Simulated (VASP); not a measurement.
## H17O8F: single point with PBE

H17O8F:

```
CELL_PARAMETERS angstrom
6.49507 0.00000 0.00000
0.00000 6.49507 0.00000
0.00000 0.00000 6.49507
ATOMIC_POSITIONS crystal
O 0.20973 0.82961 0.34234
O 0.58601 0.46732 0.34100
O 0.27886 0.99381 0.85255
O 0.90396 0.63444 0.11927
O 0.56528 0.10696 0.55909
O 0.57014 0.88632 0.15181
O 0.52090 0.36438 0.91884
O 0.13766 0.26449 0.14811
H 0.35177 0.83494 0.27857
H 0.16339 0.97319 0.35773
H 0.72081 0.53234 0.30004
H 0.53202 0.44540 0.19880
H 0.36295 0.04870 0.73657
H 0.18178 0.89130 0.79842
H 0.96222 0.49946 0.07682
H 0.02293 0.70728 0.18128
H 0.57938 0.25306 0.50366
H 0.61521 0.01295 0.45276
H 0.69191 0.80624 0.13303
H 0.50281 0.92135 0.02196
H 0.44169 0.43652 0.81770
H 0.63993 0.31382 0.84115
H 0.20512 0.17124 0.04671
H 0.25285 0.29735 0.23449
H 0.21612 0.68871 0.52717
F 0.19701 0.60412 0.64979
```

```json
{
  "Program": "VASP 6.6.1",
  "Task": "single point",
  "Functional": "PBE",
  "Potentials or basis": "VASP PAW PBE potentials, release 64 (O_h, H_h, F_h)",
  "Cutoff": "1010 eV",
  "k mesh": "1 × 1 × 1",
  "Occupations": "fermi-dirac, width 0.02 eV",
  "Spin": "no spin polarisation"
}
```

```yaml
Pressure: 0.4 GPa
Largest_force: 1.787 eV/Å
```

Forces in eV/Å, atoms in the order of the input:
```
O    0.073  0.202 -0.037
O    0.379  0.303 -0.742
O   -0.158  0.042 -0.050
O    0.501 -0.256 -0.082
O    0.034  0.817  0.225
O   -1.212  1.011  0.838
O    0.839 -0.356  0.249
O   -0.111 -0.681 -0.233
H   -0.055  0.094  0.021
H    0.216 -0.352 -0.153
H   -0.565 -0.402  0.393
H    0.269 -0.120  0.543
H   -0.075 -0.263  0.025
H    0.520  0.129  0.093
H   -0.082  0.418  0.268
H   -0.104 -0.140  0.029
H    0.021 -1.090 -0.402
H   -0.171  0.452 -0.117
H    0.820 -0.875 -0.681
H    0.067 -0.073 -0.339
H   -0.639  0.554 -0.502
H   -0.327  0.007  0.320
H   -0.463  0.160 -0.327
H    0.320  0.487  0.532
H   -0.107  0.276 -0.343
F    0.010 -0.343  0.474
```

Stress tensor (GPa, compression positive):
```
0.01 0.24 0.35
0.24 0.12 0.10
0.35 0.10 0.96
```

Levels at points of the mesh, in eV from the Fermi level:
```tsv
k point	band 32	band 33	band 34	band 35	band 36	band 37	band 38	band 39	band 40	band 41
(0.00, 0.00, 0.00)	-1.18	-1.11	-0.94	-0.85	-0.53	4.15	7.19	7.49	7.97	8.17
```

It took 61 s on 1 thread of AMD EPYC 7R13 Processor (Zen 3) (shared host), peak memory 0.62 GiB.

Caveat: the k points lie up to 0.97 Å⁻¹ apart, too coarse for converged energies, forces and pressures.
